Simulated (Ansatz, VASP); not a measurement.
**One calculation of Cs, two programs**

INCAR

```
PREC = Accurate ; ENCUT = 500
EDIFF = 1E-7 ; ISMEAR = 1
SIGMA = 0.15 ; LREAL = False
LASPH = True ; NELM = 120
ALGO = Normal ; ISIF = 3
LWAVE = False ; LCHARG = False
GGA = PS ; IBRION = 2
NSW = 80 ; EDIFFG = -0.01
GGA_COMPAT = False ; NELMIN = 4
```

Contents of KPOINTS:

```
regular mesh
0
Gamma
  7 7 7
```

Contents of POSCAR:

```
Cs
1.0
   -2.7500750000      2.7500750000      4.0972400000
    2.7500750000     -2.7500750000      4.0972400000
    2.7500750000      2.7500750000     -4.0972400000
Cs
1
Direct
    0.0000000000      0.0000000000      0.0000000000
```

Input for Ansatz:

```yaml
crystal:
  lattice:
    a: 5.50015
    b: 5.50015
    c: 8.19448
    alpha: 90.0
    beta: 90.0
    gamma: 90.0
  space_group: 139
  setting:
    hermann_mauguin: I4/mmm
  atoms:
    - { symbol: Cs, position: [0.0, 0.0, 0.0] }
  reduce_to_primitive: true
basis:
  ecutwfc: 470.0
kpoints:
  mp_grid:
    grid: [7, 7, 7]
hamiltonian:
  xc: pbesol
  dispersion: none
scf:
  occupations:
    method: methfessel_paxton
    width: 0.15
relax:
  cell: {}
```

Alike in both runs: task relaxation of cell and atoms; functional PBEsol; k mesh 7 × 7 × 7; occupations methfessel-paxton of order 1, width 0.15 eV; no spin polarisation.

|  | VASP | Ansatz |
| --- | --- | --- |
| version | VASP 6.6.1 | Ansatz 0.2.0 |
| potentials or method | VASP PAW PBE potentials, release 64 (Cs_sv), cutoff 500 eV | plane waves, PAW |
| valence electrons in the cell | 9 | 9 |

|  | VASP | Ansatz | Ansatz less VASP |
| --- | --- | --- | --- |
| relaxed volume (Å³/atom) | 107.68 | 107.52 | -0.160 |
| relaxed cell length with the largest relative difference (Å) | 5.339 | 5.362 | +0.0228 |

VASP's potentials were made for PBE, not for PBEsol.

Spin-orbit coupling is off throughout.
